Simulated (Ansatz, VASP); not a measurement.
**RbBr: VASP beside Ansatz**

```xyz
2
Lattice="0.0000 3.4608 3.4608 3.4608 0.0000 3.4608 3.4608 3.4608 0.0000" Properties=species:S:1:pos:R:3 pbc="T T T"
Rb    0.0000    0.0000    0.0000
Br    3.4608    3.4608    3.4608
```

Alike in both runs: task single point; functional PBE; k mesh 6 × 6 × 6; occupations fermi-dirac, width 0.02 eV; no spin polarisation.

```csv
,VASP,Ansatz
version,VASP 6.6.1,Ansatz 0.2.0
potentials or method,"VASP PAW PBE potentials, release 64 (Rb_sv, Br)","plane waves, PAW"
plane-wave cutoff (eV),520,420
valence electrons in the cell,16,16
```

```csv
,VASP,Ansatz,Ansatz less VASP
gap on the k mesh at the Fermi level (eV),4.29,4.29,+0.002
pressure (GPa),0.6,0.5,-0.02
```
